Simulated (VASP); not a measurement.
Input of a VASP 6.6.1 run:

Contents of INCAR:

```
ALGO = Normal ; EDIFF = 1E-6
ENCUT = 520 ; GGA = PE
ISIF = 2 ; ISMEAR = 0
LASPH = T ; LCHARG = F
LREAL = F ; LWAVE = F
NBANDS = 17 ; NELM = 80
PREC = Accurate ; SIGMA = 0.15
```

KPOINTS

```
k-points
0
Gamma
  18 18 10
```

The input POSCAR:

```
Pt
1.0
    2.8068000000      0.0000000000      0.0000000000
   -1.4034000000      2.4307601033      0.0000000000
    0.0000000000      0.0000000000      4.6618000000
Pt
2
Direct
    0.6666666667      0.3333333333      0.7500000000
    0.3333333333      0.6666666667      0.2500000000
```

Potentials or basis: VASP PAW PBE potentials, release 64 (Pt).

Launch:

```console
$ cat potpaw_PBE.64/Pt/POTCAR > POTCAR
$ mpirun -np 1 vasp_std > vasp.out
```

(1) Predict the band gap on the k mesh.

(2) What does it give for the pressure?

Answers

(1) zero (band 10 reaches 10.60 eV, above the bottom of band 11 at 9.42 eV).

(2) -2.9 GPa.

Caveat: spin-orbit coupling is left out, which moves the levels of the heavy elements.
